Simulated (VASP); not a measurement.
W:

```
CELL_PARAMETERS angstrom
2.75231 0.00000 0.00000
0.00000 4.76458 0.00000
0.00000 0.00000 4.82318
ATOMIC_POSITIONS crystal
W 0.79317 0.93684 0.75000
W 0.20683 0.43684 0.75000
W 0.20683 0.06316 0.25000
W 0.79317 0.56316 0.25000
```

This cell differs from its parent crystal: volume scaled by 0.94.

Base run:

| Item | Value |
| --- | --- |
| Program | VASP 6.6.1 |
| Functional | LDA |
| Potentials or basis | VASP PAW LDA potentials, release 64 (W_sv) |
| Cutoff | 520 eV |
| k mesh | 9 × 6 × 6 |
| Occupations | fermi-dirac, width 0.05 eV |
| Spin | no spin polarisation |

Its results: band gap on the k mesh zero (band 28 reaches 12.10 eV, above the bottom of band 29 at 10.68 eV); pressure 3.3 GPa; largest force 0.204 eV/Å.

Q: The run is repeated on the same cell with these changes: functional from LDA to PBEsol; potentials or basis from VASP PAW LDA potentials, release 64 (W_sv) to VASP PAW PBE potentials, release 64 (W_sv). What comes out?

A: Band gap on the k mesh zero (band 28 reaches 12.02 eV, above the bottom of band 29 at 10.65 eV); pressure 8.0 GPa; largest force 0.283 eV/Å.

Caveats: spin-orbit coupling is left out, which moves the levels of the heavy elements; the PAW data sets were made with another functional, which shifts forces and pressure a little (some runs).
